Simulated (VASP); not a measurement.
Wanted: the native input for a VASP 6.6.1 run.

```
Task                   : single point
Functional             : r2SCAN
Potentials or basis    : VASP PAW PBE potentials, release 64 (Au)
Cutoff                 : 520 eV
k mesh                 : 20 × 20 × 20
Occupations            : gaussian, width 0.15 eV
Spin                   : no spin polarisation
Dipole correction      : no
Further INCAR settings : ALGO = Normal; EDIFF = 1e-06; NBANDS = 12
```

Crystal: Au.

```
Au
1.0
    -1.65727    1.65727    1.57441
     1.65727   -1.65727    1.57441
     1.65727    1.65727   -1.57441
Au
1
Direct
  0.00000 0.00000 0.00000
```

This cell differs from its parent crystal: strain +0.000 along x and y, -0.050 along z.

The input as run:

POSCAR

```
Au
1.0
   -1.6572690000      1.6572690000      1.5744055500
    1.6572690000     -1.6572690000      1.5744055500
    1.6572690000      1.6572690000     -1.5744055500
Au
1
Direct
    0.0000000000      0.0000000000      0.0000000000
```

INCAR.step1

```
ALGO     = Normal         # electronic algorithm
EDIFF    = 1E-4           # SCF threshold, eV
ENCUT    = 520            # plane-wave cutoff, eV
GGA      = PE             # functional
ISMEAR   = 0              # smearing method
LASPH    = T              # aspherical terms in the spheres
LCHARG   = F              # write CHGCAR
LREAL    = F              # projectors in reciprocal space
LWAVE    = T              # write WAVECAR
NBANDS   = 12             # bands
NELM     = 100            # most SCF steps
PREC     = Accurate       # precision mode
SIGMA    = 0.15           # smearing width, eV
```

INCAR.step2

```
ALGO     = Normal         # electronic algorithm
EDIFF    = 1E-6           # SCF threshold, eV
ENCUT    = 520            # plane-wave cutoff, eV
ISIF     = 2              # what is computed and relaxed
ISMEAR   = 0              # smearing method
ISTART   = 1            
LASPH    = T              # aspherical terms in the spheres
LCHARG   = F              # write CHGCAR
LMIXTAU  = T            
LREAL    = F              # projectors in reciprocal space
LWAVE    = F              # write WAVECAR
METAGGA  = R2SCAN         # meta-GGA
NBANDS   = 12             # bands
NELM     = 100            # most SCF steps
PREC     = Accurate       # precision mode
SIGMA    = 0.15           # smearing width, eV
```

KPOINTS

```
k-points
0
Gamma
  20 20 20
```

Potentials or basis: VASP PAW PBE potentials, release 64 (Au).

Launch:

```sh
$ cat potpaw_PBE.64/Au/POTCAR > POTCAR
$ cp INCAR.step1 INCAR
$ mpirun -np 1 vasp_std > vasp.out
$ cp INCAR.step2 INCAR
$ mpirun -np 1 vasp_std > vasp.out
```

Results of the run:

The pressure is 3.0 GPa.

Caveat: the cell differs from its parent crystal (strain +0.000 along x and y, -0.050 along z); the PAW data sets were made with another functional, which shifts forces and pressure a little.

Run time: 4.5 min on 1 thread of Intel(R) Xeon(R) 6975P-C (Granite Rapids) (shared host), peak memory 0.25 GiB.
